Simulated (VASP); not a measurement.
Write the native input for VASP 6.6.1 that does the following.

* Task: single point
* Functional: PBEsol
* Dispersion: D3(BJ)
* Potentials or basis: VASP PAW PBE potentials, release 64 (C)
* Cutoff: 520 eV
* k mesh: 16 × 16 × 16
* Occupations: gaussian, width 0.03 eV
* Spin: no spin polarisation
* Dipole correction: no
* Further INCAR settings: ALGO = Normal; EDIFF = 1e-06; NBANDS = 11

The structure of C lies in POSCAR:

```
C
1.0
    0.0000000000      2.1832941913      3.4107750586
    1.2613597963      0.0000000000      3.4107750586
    1.2613597963      2.1832941913      0.0000000000
C
2
Direct
    0.1549584640      0.8450415360      0.1549584640
    0.8450415360      0.1549584640      0.8450415360
```

This cell differs from its parent crystal: atoms shifted along a free coordinate.

The input as run:

INCAR

```
SYSTEM = C
  PREC = Accurate
  ENCUT = 520
  EDIFF = 1E-6
  ISMEAR = 0
  SIGMA = 0.03
  LREAL = .FALSE.
  LASPH = .TRUE.
  NELM = 60
  ALGO = Normal
  ISIF = 2
  LWAVE = .FALSE.
  LCHARG = .FALSE.
  GGA = PS
  IVDW = 12
  NBANDS = 11
```

KPOINTS

```
regular mesh
0
G
  16 16 16
  0 0 0
```

Potentials or basis: VASP PAW PBE potentials, release 64 (C).

Run with:

```console
$ cat potpaw_PBE.64/C/POTCAR > POTCAR
$ mpirun -np 1 vasp_std > vasp.out
```

It gave:

```yaml
Pressure: -14.8 GPa
Largest_force: 5.170 eV/Å
Band_gap_on_the_k_mesh: zero (bands 4 and 5 overlap by 0.36 eV)
Dispersion_energy_per_atom: -0.106 eV
```

Caveat: the cell differs from its parent crystal (atoms shifted along a free coordinate); the cell stands under tension; the PAW data sets were made with another functional, which shifts forces and pressure a little.

It took 59 s on 1 thread of Intel(R) Xeon(R) 6975P-C (Granite Rapids), with other jobs on the host, peak memory 0.23 GiB.
